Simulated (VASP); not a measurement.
Write the native input for VASP 6.6.1 that does the following.

```yaml
Task: single point
Functional: PBE
Potentials_or_basis: VASP PAW PBE potentials, release 64 (Al, N)
Cutoff: 520 eV
k_mesh: 9 × 9 × 6
Occupations: gaussian, width 0.02 eV
Spin: no spin polarisation
Dipole_correction: no
Further_INCAR_settings: ALGO = Normal; EDIFF = 1e-06; NBANDS = 16
```

The structure of AlN lies in POSCAR:

```
AlN
1.0
    3.1302090416      0.0000000000      0.0000000000
   -1.5651045208      2.7108405492      0.0000000000
    0.0000000000      0.0000000000      5.0180075701
Al N
2 2
Direct
    0.6666666667      0.3333333333      0.4992336340
    0.3333333333      0.6666666667      0.9992336340
    0.6666666667      0.3333333333      0.8807663660
    0.3333333333      0.6666666667      0.3807663660
```

One way to write it, as run:

INCAR

```
SYSTEM = AlN
PREC = Accurate ; ENCUT = 520
EDIFF = 1E-6 ; ISMEAR = 0
SIGMA = 0.02 ; LREAL = .False.
LASPH = .True. ; NELM = 60
ALGO = Normal ; ISIF = 2
LWAVE = .False. ; LCHARG = .False.
GGA = PE ; NBANDS = 16
```

KPOINTS

```
Automatic mesh
0
Gamma
  9 9 6
  0 0 0
```

Potentials or basis: VASP PAW PBE potentials, release 64 (Al, N).

Run with:

```bash
$ cat potpaw_PBE.64/Al/POTCAR potpaw_PBE.64/N/POTCAR > POTCAR
$ mpirun -np 1 vasp_std > vasp.out
```

It gave:

- Pressure: -0.3 GPa
- Band gap on the k mesh: 4.04 eV

Wall time 10 s on 1 thread of Intel(R) Xeon(R) 6975P-C (Granite Rapids), on a shared host, peak memory 0.16 GiB.
